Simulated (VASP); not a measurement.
Runs of VASP 6.6.1 on LaF2. The structure is that of space group P-3m1 (No. 164), or close to it. The cells are those of the table. 

| task | cell | cutoff (eV) | gap on the mesh (eV) | pressure (GPa) | relaxed volume (Å³/atom) |
| --- | --- | --- | --- | --- | --- |
| single point | a = 3.580, b = 3.580, c = 5.346 Å, angles 90.0, 90.0, 120.0°, 3 atoms | 520 | none | -0.4 | - |
| relaxation of shape and atoms at fixed volume | relaxed from a = 3.551, b = 3.551, c = 5.014 Å, angles 90.0, 90.0, 120.0°, 3 atoms | 600 | none | 0.0 | 18.25 |
| single point | a = 3.574, b = 3.574, c = 4.950 Å, angles 90.0, 90.0, 120.0°, 3 atoms | 520 | none | 0.0 | - |
| relaxation of cell and atoms | relaxed from a = 3.345, b = 3.345, c = 5.396 Å, angles 90.0, 90.0, 120.0°, 3 atoms | 600 | none | 0.0 | (a) |
| single point | a = 3.577, b = 3.577, c = 5.147 Å, angles 90.0, 90.0, 120.0°, 3 atoms | 520 | none | -0.3 | - |
| single point | a = 3.576, b = 3.576, c = 5.049 Å, angles 90.0, 90.0, 120.0°, 3 atoms | 520 | none | -0.1 | - |
| single point | a = 3.579, b = 3.579, c = 5.244 Å, angles 90.0, 90.0, 120.0°, 3 atoms | 520 | none | -0.4 | - |

Alike in all rows: level PBEsol; potentials or basis VASP PAW PBE potentials, release 64 (La, F); no spin polarisation; k mesh 10 × 10 × 6; smearing gaussian 0.05 eV.

Question: Estimate the missing entries.

Answer: (a) 18.30.

Caveats: the PAW data sets were made with another functional, which shifts forces and pressure a little; spin-orbit coupling is left out, which moves the levels of the heavy elements; an odd number of electrons without spin polarisation forces a metal; a magnetic or distorted state may lie lower.

A k mesh can miss the band edges, and the runs leave out spin-orbit coupling on La.

A gap of «none» marks levels without a gap at the run's occupations.
